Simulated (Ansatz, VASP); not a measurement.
**One calculation of MgB2, two programs**

```
Mg B
1.0
     3.08500    0.00000    0.00000
    -1.54250    2.67169    0.00000
     0.00000    0.00000    3.52300
Mg B
1 2
Direct
  0.00000 0.00000 0.00000
  0.33333 0.66667 0.50000
  0.66667 0.33333 0.50000
```

Alike in both runs: task relaxation of cell and atoms; functional PBE; k mesh 14 × 14 × 12; occupations gaussian, width 0.05 eV; no spin polarisation.

|  | VASP | Ansatz |
| --- | --- | --- |
| version | VASP 6.6.1 | Ansatz 0.2.0 |
| potentials or method | VASP PAW PBE potentials, release 64 (Mg, B), cutoff 600 eV | scalar-relativistic, plane waves, PAW |
| valence electrons in the cell | 8 | 16 |

```tsv
	VASP	Ansatz	Ansatz less VASP
gap on the k mesh at the Fermi level, each at its own relaxed structure (eV)	none	none	-
relaxed volume (Å³/atom)	9.60	9.62	+0.017
relaxed length of the cell vector where the two differ most in proportion (Å)	3.516	3.520	+0.0041
```

A gap of «none» marks a metal or a gap that the smearing closes. VASP's potentials hold 8 valence electrons a cell and Ansatz's 16, so a difference there can come from the potentials and not from the codes.
